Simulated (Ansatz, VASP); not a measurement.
# One calculation of Sn, two programs

The input INCAR:

```
PREC     = Accurate       # precision mode
ENCUT    = 600            # plane-wave cutoff, eV
EDIFF    = 1E-6           # SCF threshold, eV
ISMEAR   = -1             # smearing method
SIGMA    = 0.1            # smearing width, eV
LREAL    = F              # projectors in reciprocal space
LASPH    = T              # aspherical terms in the spheres
NELM     = 100            # most SCF steps
ALGO     = Normal         # electronic algorithm
ISIF     = 3              # what is computed and relaxed
LWAVE    = F              # write WAVECAR
LCHARG   = F              # write CHGCAR
GGA      = B5             # functional
ALDAX    = 1.0          
AGGAX    = 1.0          
AGGAC    = 1.0          
ALDAC    = 0.0          
IBRION   = 2              # ionic algorithm
NSW      = 80             # ionic steps
EDIFFG   = -0.01          # ionic threshold
```

The input KPOINTS:

```
Automatic mesh
0
Gamma
  12 12 12
```

File POSCAR:

```
Sn
1.0
   -1.9137253733      1.9137253733      1.9137253733
    1.9137253733     -1.9137253733      1.9137253733
    1.9137253733      1.9137253733     -1.9137253733
Sn
1
Direct
    0.0000000000      0.0000000000      0.0000000000
```

Input for Ansatz:

```yaml
crystal:
  lattice:
    - [-1.9137253733, 1.9137253733, 1.9137253733]
    - [1.9137253733, -1.9137253733, 1.9137253733]
    - [1.9137253733, 1.9137253733, -1.9137253733]
  atoms:
    - { symbol: Sn, position: [0.0, 0.0, 0.0] }
hamiltonian:
  xc: blyp
  pseudopotentials:
    kind: paw
    azcp:
      Sn: "pseudopotentials/Sn.paw.azcp"
basis:
  ecutwfc: 420
  fft_grid_basis: typed
kpoints:
  mp_grid: { grid: [12, 12, 12], shift: [0, 0, 0] }
magnetization:
  spin_polarized: false
scf:
  occupations: { method: fermi_dirac, width: 0.1 }
relax:
  max_steps: 60
  f_tol: 0.01
  cell: {}
```

Alike in both runs: task relaxation of cell and atoms; functional BLYP; k mesh 12 × 12 × 12; occupations fermi-dirac, width 0.1 eV; no spin polarisation.

```csv
,VASP,Ansatz
version,VASP 6.6.1,Ansatz 0.2.0
potentials or method,"VASP PAW PBE potentials, release 64 (Sn_d), cutoff 600 eV","plane waves (420 eV) with PAW, scalar-relativistic"
valence electrons in the cell,14,14
```

|  | VASP | Ansatz | Ansatz less VASP |
| --- | --- | --- | --- |
| relaxed volume (Å³/atom) | 30.60 | 30.57 | -0.028 |
| relaxed length of the cell vector where the two differ most in proportion (Å) | 3.413 | 3.412 | -0.0011 |

VASP's potentials were made for PBE, not for BLYP.
